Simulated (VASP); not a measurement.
# AgPd4 in VASP: further runs

Runs on AgPd4. Level: PBE. Tasks: single point.

Everything below comes from runs of VASP 6.6.1. Logs are shortened: lines on timing, memory, paths and dates and some standing lists are left out, and cuts for length are marked.

## (1) The cell of the first run

The cell holds a slab with vacuum, 5 atoms: a = 2.789 Å, b = 2.789 Å, c = 23.888 Å, α = 90.00°, β = 90.00°, γ = 90.00°.

## (2) Single point, PBE

The input, INCAR:

```
ALGO = Normal
DIPOL = 0.5 0.5 0.500
EDIFF = 1E-6
ENCUT = 520
GGA = PE
IDIPOL = 3
ISIF = 2
ISMEAR = -1
LASPH = True
LCHARG = True
LDIPOL = True
LELF = True
LREAL = False
LVACPOTAV = True
LVHAR = True
LWAVE = False
NBANDS = 34
NELM = 60
PREC = Accurate
SIGMA = 0.05
```

The input, KPOINTS:

```
k-points
0
Gamma
  12 12 1
```

The input, POSCAR:

```
AgPd4
1.0
    2.7888697457      0.0000000000      0.0000000000
    0.0000000000      2.7888697457      0.0000000000
    0.0000000000      0.0000000000     23.8881000000
Pd Ag
4 1
Direct
    0.0000000000      0.0000000000      0.3368137274
    0.5000000000      0.5000000000      0.4180431711
    0.5000000000      0.5000000000      0.5819568293
    0.0000000000      0.0000000000      0.6631862723
    0.0000000000      0.0000000000      0.5000000001
```

Potentials or basis: VASP PAW PBE potentials, release 64 (Pd, Ag).

Launch:

```
$ cat potpaw_PBE.64/Pd/POTCAR potpaw_PBE.64/Ag/POTCAR > POTCAR
$ mpirun -np 1 vasp_std > vasp.out
```

OUTCAR:

```text
EDIFF = 1E-6
   ENCUT = 520
   GGA = PE
   ISIF = 2
   ISMEAR = -1
   LASPH = True
   LREAL = False
   NELM = 60
   PREC = Accurate

 ion  position               nearest neighbor table
   1  0.000  0.000  0.337-   2 2.77   2 2.77   2 2.77   2 2.77
   2  0.500  0.500  0.418-   1 2.77   1 2.77   1 2.77   1 2.77   5 2.78   5 2.78   5 2.78   5 2.78

   3  0.500  0.500  0.582-   4 2.77   4 2.77   4 2.77   4 2.77   5 2.78   5 2.78   5 2.78   5 2.78

   4  0.000  0.000  0.663-   3 2.77   3 2.77   3 2.77   3 2.77
   5  0.000  0.000  0.500-   2 2.78   2 2.78   2 2.78   2 2.78   3 2.78   3 2.78   3 2.78   3 2.78

  LATTYP: Found a simple tetragonal cell.
 ALAT       =     2.7888697457
 C/A-ratio  =     8.5655129777

  Lattice vectors:

 A1 = (   2.7888697457,   0.0000000000,   0.0000000000)
 A2 = (   0.0000000000,   2.7888697457,   0.0000000000)
 A3 = (   0.0000000000,   0.0000000000,  23.8881000000)

Analysis of symmetry for initial positions (statically):
=====================================================================
 Subroutine PRICEL returns:
 Original cell was already a primitive cell.

 Routine SETGRP: Setting up the symmetry group for a
 simple tetragonal supercell.

 Subroutine GETGRP returns: Found 16 space group operations
 (whereof 16 operations were pure point group operations)
 out of a pool of 16 trial point group operations.

The static configuration has the point symmetry D_4h.

Analysis of symmetry for dynamics (positions and initial velocities):
=====================================================================
 Subroutine PRICEL returns:
 Original cell was already a primitive cell.

 Routine SETGRP: Setting up the symmetry group for a
 simple tetragonal supercell.

 Subroutine GETGRP returns: Found 16 space group operations
 (whereof 16 operations were pure point group operations)
 out of a pool of 16 trial point group operations.

The dynamic configuration has the point symmetry D_4h.

 Subroutine INISYM returns: Found 16 space group operations
 (whereof 16 operations are pure point group operations),
 and found     1 'primitive' translations

----------------------------------------------------------------------------------------

                                     Primitive cell

  volume of cell :     185.7967

  direct lattice vectors                    reciprocal lattice vectors
     2.788869746  0.000000000  0.000000000     0.358568198  0.000000000  0.000000000
[... 97 lines left out ...]
   NFREE  =      0    steps in history (QN), initial steepest desc. (CG)
   ISIF   =      2    stress and relaxation
   ISYM   =      2    0-nonsym 1-usesym 2-fastsym
   POTIM  = 0.5000    time-step for ionic-motion
   TEBEG  =    0.0;   TEEND  =   0.0 temperature during run
   PSTRESS=    0.0 pullay stress
   NELECT =      51.0000    total number of electrons
   NUPDOWN=      -1.0000    fix difference up-down
   EMIN   =  10.00;   EMAX   =-10.00  energy-range for DOS
   EFERMI =   0.00;   METHOD = LEGACY
   ISMEAR =    -1;   SIGMA  =   0.05  broadening in eV -4-tet -1-fermi 0-gaus
   EFERMI_NEDOS =   21; number of points for ismear=-14 and -15
   IALGO  =     38    algorithm
   IMIX   =      4    mixing-type and parameters
     AMIX     =   0.40;   BMIX     =  1.00
     AMIX_MAG =   1.60;   BMIX_MAG =  1.00
  volume/ion in A,a.u.               =      37.16       250.76
  Fermi-wavevector in a.u.,A,eV,Ry     =   1.063944  2.010563 15.401487  1.131977
  Thomas-Fermi vector in A             =   2.199446
   LORBIT       =      0    0 simple, 1 ext, 2 COOP (PROOUT), +10 PAW based schemes
   GGA     = PE    functional components
   LHFCALC =     F    Hartree Fock is set to
   AEXX    =    0.0000 exact exchange contribution
   IVDW    =     0    specifies the selected vdW correction
   LEPSILON=     F    determine dielectric tensor
   LRPA    =     F    only Hartree local field effects (RPA)
 non-spin polarized calculation
  energy-cutoff  :      520.00
  volume of cell :      185.80
 maximum number of plane-waves:      5041
 NGX is ok and might be reduce to    24
   NGX = 11   NGY = 11   NGZ = 89

 dipolmoment           0.000000      0.000000      0.000000 electrons x Angstroem

 number of electron      51.0000018 magnetization

 dipolmoment           0.000000      0.000000     -0.000000 electrons x Angstroem

 Free energy of the ion-electron system (eV)
  ---------------------------------------------------
  ext. energy  EPLUGINS =         0.00000000
  ---------------------------------------------------
  free energy    TOTEN  =       -22.12291389 eV

  energy without entropy =      -22.04589649  energy(sigma->0) =      -22.08440519

 E-fermi :   0.7750     XC(G=0):  -6.0607

 val. band max:        0.7653575708   @ k =   0.3333   0.0000   0.0000
 cond. band min:       0.7767591362   @ k =   0.0000   0.0000   0.0000
 fundamental gap:      0.0114015654
 Fermi energy:         0.7750472065

 k-point     1 :       0.0000    0.0000    0.0000
  band No.  band energies     occupation
      1      -6.0770      2.00000
      2      -4.8709      2.00000
      3      -4.8691      2.00000
      4      -4.6482      2.00000
      5      -3.5364      2.00000
      6      -3.4962      2.00000
[... 877 lines left out ...]
     33       9.1439      0.00000
     34      10.3818      0.00000

 [... further k-points ...]

------------------------ aborting loop because EDIFF is reached ----------------------------------------

  FORCE on cell =-STRESS in cart. coord.  units (eV):
  Direction    XX          YY          ZZ          XY          YZ          ZX
  --------------------------------------------------------------------------------------
  -------------------------------------------------------------------------------------
  Total        0.1905186      0.1905186      2.4879018      0.0000000      0.0000000      0.0000000
  in kB        1.6428949      1.6428949     21.4538748      0.0000000      0.0000000      0.0000000
  external PRESSURE =       8.2465549 kB  Pullay stress =       0.0000000 kB

 VOLUME and BASIS-vectors are now :
 -----------------------------------------------------------------------------
  energy-cutoff  :      520.00
  volume of cell :      185.80
      direct lattice vectors                 reciprocal lattice vectors
     2.788869746  0.000000000  0.000000000     0.358568198  0.000000000  0.000000000
     0.000000000  2.788869746  0.000000000     0.000000000  0.358568198  0.000000000
     0.000000000  0.000000000 23.888100000     0.000000000  0.000000000  0.041861848

 POSITION                                       TOTAL-FORCE (eV/Angst)
 -----------------------------------------------------------------------------------
      0.00000      0.00000      8.04584         0.000000      0.000000     -0.055272
      1.39443      1.39443      9.98626         0.000000     -0.000000     -0.534826
      1.39443      1.39443     13.90184         0.000000     -0.000000      0.534826
      0.00000      0.00000     15.84226         0.000000      0.000000      0.055272
      0.00000      0.00000     11.94405         0.000000     -0.000000     -0.000000
 -----------------------------------------------------------------------------------
    total drift:                                0.000000      0.000000     -0.000005

  FREE ENERGIE OF THE ION-ELECTRON SYSTEM (eV)
  ---------------------------------------------------
  free  energy   TOTEN  =       -22.1229138866 eV

  energy  without entropy=      -22.0458964919  energy(sigma->0) =      -22.08440519

 vacuum level on the upper side and lower side of the slab         5.873         5.873
```

OSZICAR:

```text
N       E                     dE             d eps       ncg     rms          rms(c)
DAV:   1     0.326362088610E+03    0.32636E+03   -0.23527E+04  1904   0.130E+03
DAV:   2    -0.123732123965E+02   -0.33874E+03   -0.31898E+03  2160   0.289E+02
DAV:   3    -0.232573390705E+02   -0.10884E+02   -0.10506E+02  2130   0.523E+01
[... 16 lines left out ...]
DAV:  20    -0.221228878504E+02   -0.23711E-04   -0.69970E-07  1346   0.261E-03    0.636E-04
DAV:  21    -0.221229074263E+02   -0.19576E-04   -0.11562E-06  1402   0.246E-03    0.346E-04
DAV:  22    -0.221229118042E+02   -0.43779E-05   -0.21296E-07  1390   0.132E-03    0.183E-04
DAV:  23    -0.221229135353E+02   -0.17311E-05   -0.89866E-08  1292   0.566E-04    0.135E-04
DAV:  24    -0.221229138866E+02   -0.35130E-06   -0.23419E-08  1334   0.339E-04
   1 F= -.22122914E+02 E0= -.22084405E+02  d E =-.770174E-01
```

stdout:

```text
POSCAR found type information on POSCAR PdAg
 POSCAR found :  2 types and       5 ions
 scaLAPACK will be used
 LDA part: xc-table for (Slater+PW92), standard interpolation
 POSCAR, INCAR and KPOINTS ok, starting setup
 FFT: planning ... GRIDC
 FFT: planning ... GRID_SOFT
 FFT: planning ... GRID
 WAVECAR not read
 entering main loop
 -----------------------------------------------------------------------------
|                                                                             |
|           W    W    AA    RRRRR   N    N  II  N    N   GGGG   !!!           |
|           W    W   A  A   R    R  NN   N  II  NN   N  G    G  !!!           |
|           W    W  A    A  R    R  N N  N  II  N N  N  G       !!!           |
|           W WW W  AAAAAA  RRRRR   N  N N  II  N  N N  G  GGG   !            |
|           WW  WW  A    A  R   R   N   NN  II  N   NN  G    G                |
|           W    W  A    A  R    R  N    N  II  N    N   GGGG   !!!           |
|                                                                             |
|     Did not find any points to average over, which means that no vacuum     |
|     field-free region was found. Please increase the size of  your cell     |
|     in the dimension of the dipole correction to obtain accurate            |
|     workfunction values.                                                    |
|                                                                             |
 -----------------------------------------------------------------------------
```

Wall time 8 min (1 thread of Intel Xeon 8259CL, shared host); peak memory 0.4 GiB.

What came out:

| Item | Value |
| --- | --- |
| Free energy | -22.1229 eV |
| Largest force | 0.535 eV/Å |
| Band gap on the k mesh | zero (an odd number of electrons rules out a gap without spin polarisation) |

Forces in eV/Å, atoms in the order of the input:
```
Pd   0.000  0.000 -0.055
Pd   0.000  0.000 -0.535
Pd   0.000  0.000  0.535
Pd   0.000  0.000  0.055
Ag   0.000  0.000  0.000
```

Levels at points of the mesh, in eV from the Fermi level:
```tsv
k point	band 22	band 23	band 24	band 25	band 26	band 27	band 28	band 29
(0.00, 0.00, 0.00)	-0.63	-0.29	-0.22	-0.22	-0.02	0.00	0.00	0.00
(0.50, 0.00, 0.00)	-0.45	-0.26	-0.22	-0.13	1.25	1.47	1.79	2.25
(0.50, 0.50, 0.00)	0.41	0.41	0.63	0.63	3.88	3.88	5.83	5.83
```

## (3) Single point, PBE

The input, INCAR:

```
SYSTEM = AgPd4
PREC = Accurate ; ENCUT = 520
EDIFF = 1E-7 ; ISMEAR = -1
SIGMA = 0.05 ; LREAL = .FALSE.
LASPH = .TRUE. ; NELM = 100
ALGO = Normal ; ISIF = 2
LWAVE = .FALSE. ; LCHARG = .FALSE.
LDIPOL = .TRUE. ; IDIPOL = 3
DIPOL = 0.5 0.5 0.500 ; GGA = PE
NBANDS = 34
```

The input, KPOINTS:

```
regular mesh
0
G
  12 12 1
  0 0 0
```

POSCAR is that of step 2.

Potentials or basis: VASP PAW PBE potentials, release 64 (Pd, Ag).

Launch:

```
$ cat potpaw_PBE.64/Pd/POTCAR potpaw_PBE.64/Ag/POTCAR > POTCAR
$ mpirun -np 1 vasp_std > vasp.out
```

It took 5.3 min on 1 thread of AMD EPYC 7R13 (Zen 3), shared host; peak memory 0.36 GiB.

Results (log left out):

| Quantity | Value |
| --- | --- |
| Free energy | -22.1229 eV |
| Largest force | 0.535 eV/Å |
| Band gap on the k mesh | zero (an odd number of electrons rules out a gap without spin polarisation) |

Forces in eV/Å, atoms in the order of the input:
```
Pd   0.000  0.000 -0.055
Pd   0.000  0.000 -0.535
Pd   0.000  0.000  0.535
Pd   0.000  0.000  0.055
Ag   0.000  0.000  0.000
```

Levels at points of the mesh, in eV from the Fermi level:
```tsv
k point	band 23	band 24	band 25	band 26	band 27	band 28
(0.00, 0.00, 0.00)	-0.29	-0.22	-0.22	-0.02	0.00	0.00
(0.50, 0.00, 0.00)	-0.26	-0.22	-0.13	1.25	1.47	1.79
(0.50, 0.50, 0.00)	0.41	0.63	0.63	3.88	3.88	5.83
```
